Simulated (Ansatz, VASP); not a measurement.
**Al in VASP and in Ansatz**

INCAR

```
PREC     = Accurate       # precision mode
ENCUT    = 500            # plane-wave cutoff, eV
EDIFF    = 1E-6           # SCF threshold, eV
ISMEAR   = -4             # smearing method
SIGMA    = 0.1            # smearing width, eV
LREAL    = False          # projectors in reciprocal space
LASPH    = True           # aspherical terms in the spheres
NELM     = 120            # most SCF steps
ALGO     = Normal         # electronic algorithm
ISIF     = 2              # what is computed and relaxed
LWAVE    = False          # write WAVECAR
LCHARG   = True           # write CHGCAR
GGA      = PE             # functional
LELF     = True           # ELF
LVHAR    = True         
NBANDS   = 8              # bands
GGA_COMPAT= False
```

File KPOINTS:

```
Automatic mesh
0
Gamma
  10 10 10
```

The input POSCAR:

```
Al
1.0
   -1.5912186900      1.5912186900      1.5912186900
    1.5912186900     -1.5912186900      1.5912186900
    1.5912186900      1.5912186900     -1.5912186900
Al
1
Direct
    0.0000000000      0.0000000000      0.0000000000
```

Input for Ansatz:

```yaml
crystal:
  lattice:
    - [-1.59121869, 1.59121869, 1.59121869]
    - [1.59121869, -1.59121869, 1.59121869]
    - [1.59121869, 1.59121869, -1.59121869]
  atoms:
    - { symbol: Al, position: [0.0, 0.0, 0.0] }
basis: {}
kpoints:
  mp_grid: { grid: [10, 10, 10] }
hamiltonian:
  xc: pbe
  pseudopotentials: { kind: nc }
scf:
  occupations: { method: tetrahedron_uncorrected }
output:
  forces: true
  stress: true
  eigenvalues: true
```

Alike in both runs: task single point; functional PBE; k mesh 10 × 10 × 10; no spin polarisation.

|  | VASP | Ansatz |
| --- | --- | --- |
| version | VASP 6.6.1 | Ansatz 0.2.0 |
| potentials or method | VASP PAW PBE potentials, release 64 (Al) | scalar-relativistic, plane waves, norm-conserving potentials |
| plane-wave cutoff (eV) | 500 | 544 |
| occupations | tetrahedron | tetrahedron-uncorrected |
| valence electrons in the cell | 3 | 3 |

```csv
,VASP,Ansatz,Ansatz less VASP
gap on the k mesh at the Fermi level (eV),none,none,-
pressure (GPa),3.4,3.4,-0.01
```

A gap of «none» marks a metal or a gap that the smearing closes. Ansatz's warnings: band table not solved further.
